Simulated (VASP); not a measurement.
A run of VASP 6.6.1 is set up as follows.

Contents of INCAR:

```
SYSTEM = YS
PREC = Accurate
ENCUT = 520
EDIFF = 1E-6
ISMEAR = 1
SIGMA = 0.05
LREAL = .FALSE.
LASPH = .TRUE.
NELM = 60
ALGO = Normal
ISIF = 2
LWAVE = .FALSE.
LCHARG = .FALSE.
NBANDS = 16
```

Contents of KPOINTS:

```
regular mesh
0
G
  8 8 8
  0 0 0
```

File POSCAR:

```
YS
1.0
    3.7353260221      0.0000000000      0.0000000000
    1.8676630110      3.2348872265      0.0000000000
    1.8676630110      1.0782957422      3.0498809257
Y S
1 1
Direct
    0.5000000000      0.5000000000      0.5000000000
    0.0000000000      0.0000000000      0.0000000000
```

Potentials or basis: VASP PAW LDA potentials, release 64 (Y_sv, S).

The run is started by

```bash
$ cat potpaw_LDA.64/Y_sv/POTCAR potpaw_LDA.64/S/POTCAR > POTCAR
$ mpirun -np 1 vasp_std > vasp.out
```

Q: What does it give for the band gap on the k mesh?

A: Zero (an odd number of electrons rules out a gap without spin polarisation).

Q: Estimate the pressure.

A: 10.1 GPa.

Caveat: the cell stands under pressure.
